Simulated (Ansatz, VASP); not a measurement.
One calculation of GaP, two programs

```xyz
2
Lattice="0.0000 2.7799 2.7799 2.7799 0.0000 2.7799 2.7799 2.7799 0.0000" Properties=species:S:1:pos:R:3 pbc="T T T"
Ga    0.0000    0.0000    0.0000
P     1.3900    1.3900    1.3900
```

Change from the starting cell: hydrostatic strain +2.0%.

Alike in both runs: task single point; functional PBE; k mesh 8 × 8 × 8; occupations fermi-dirac, width 0.02 eV; no spin polarisation.

|  | VASP | Ansatz |
| --- | --- | --- |
| version | VASP 6.6.1 | Ansatz 0.2.0 |
| potentials or method | VASP PAW PBE potentials, release 64 (Ga_d, P) | plane waves, PAW |
| plane-wave cutoff (eV) | 520 | 420 |
| valence electrons in the cell | 18 | 18 |

```csv
,VASP,Ansatz,Ansatz less VASP
gap on the k mesh at the Fermi level (eV),1.34,1.34,+0.003
pressure (GPa),-2.1,-2.1,-0.01
```
